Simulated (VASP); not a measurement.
Mg2BeS3, 6 atoms in the cell. The structure is hexagonal, space group P-62m (No. 189). The conventional cell has a = 6.056 Å, b = 6.056 Å, c = 3.598 Å, α = 90.00°, β = 90.00°, γ = 120.00°. Within 3.6 Å of Mg (site symmetry -6) lie 6 S at 2.70 Å and 5 Mg at 3.50 to 3.60 Å. Within 2.7 Å of Be (site symmetry -62m) lie 3 S at 2.03 Å. Within 2.8 Å of S (site symmetry m2m) lie 1 Be at 2.03 Å and 4 Mg at 2.70 Å. The cell was built from a structure type or drawn by symmetry, and may not be a known phase.

| Property | Result |
| --- | --- |
| Program | VASP 6.6.1 |
| Task | single point |
| Functional | PBE |
| Potentials or basis | VASP PAW PBE potentials, release 64 (Mg, Be, S) |
| Cutoff | 600 eV |
| k mesh | 3 × 3 × 2 |
| Occupations | gaussian, width 0.15 eV |
| Spin | no spin polarisation |
| Dipole correction | no |
| Further INCAR settings | ALGO = Normal; EDIFF = 1e-06; NBANDS = 21 |

Potentials or basis: VASP PAW PBE potentials, release 64 (Mg, Be, S).

Command:

```sh
$ cat potpaw_PBE.64/Mg/POTCAR potpaw_PBE.64/Be/POTCAR potpaw_PBE.64/S/POTCAR > POTCAR
$ mpirun -np 1 vasp_std > vasp.out
```

Hardware: 1 thread of Intel(R) Xeon(R) Platinum 8488C (Sapphire Rapids) (shared host).

Estimate the wall time of this run.

It took 25 s on 1 thread of Intel(R) Xeon(R) Platinum 8488C (Sapphire Rapids), on a shared host, peak memory 0.25 GiB. Counts: scf iterations 13, k points 6.
